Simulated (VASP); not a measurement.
Wanted: the native input for a VASP 6.6.1 run.

* Task: single point
* Functional: PBE
* Potentials or basis: VASP PAW PBE potentials, release 64 (Cd, Se)
* Cutoff: 520 eV
* k mesh: 9 × 9 × 5
* Occupations: fermi-dirac, width 0.05 eV
* Spin: no spin polarisation
* Dipole correction: no
* Further INCAR settings: ALGO = Normal; EDIFF = 1e-06; NBANDS = 26

The structure of CdSe (wurtzite type) lies in POSCAR:

```
CdSe
1.0
    2.6935598335      0.0000000000      0.0000000000
   -1.3467799167      2.3326912424      0.0000000000
    0.0000000000      0.0000000000      9.9895283616
Cd Se
2 2
Direct
    0.3333333333      0.6666666667      0.0597560144
    0.6666666667      0.3333333333      0.5597560144
    0.3333333333      0.6666666667      0.3162439856
    0.6666666667      0.3333333333      0.8162439856
```

The input as run:

INCAR

```
PREC     = Accurate       # precision mode
ENCUT    = 520            # plane-wave cutoff, eV
EDIFF    = 1E-6           # SCF threshold, eV
ISMEAR   = -1             # smearing method
SIGMA    = 0.05           # smearing width, eV
LREAL    = False          # projectors in reciprocal space
LASPH    = True           # aspherical terms in the spheres
NELM     = 100            # most SCF steps
ALGO     = Normal         # electronic algorithm
ISIF     = 2              # what is computed and relaxed
LWAVE    = False          # write WAVECAR
LCHARG   = False          # write CHGCAR
GGA      = PE             # functional
NBANDS   = 26             # bands
```

KPOINTS

```
regular mesh
0
Gamma
  9 9 5
```

Potentials or basis: VASP PAW PBE potentials, release 64 (Cd, Se).

Command:

```bash
$ cat potpaw_PBE.64/Cd/POTCAR potpaw_PBE.64/Se/POTCAR > POTCAR
$ mpirun -np 1 vasp_std > vasp.out
```

Results of the run:

| Item | Value |
| --- | --- |
| Pressure | 51.3 GPa |
| Band gap on the k mesh | zero (bands 18 and 19 overlap by 7.09 eV) |

Caveat: the cell stands under pressure.

Wall time 50 s on 1 thread of Intel Xeon 8259CL (shared host), peak memory 0.21 GiB.
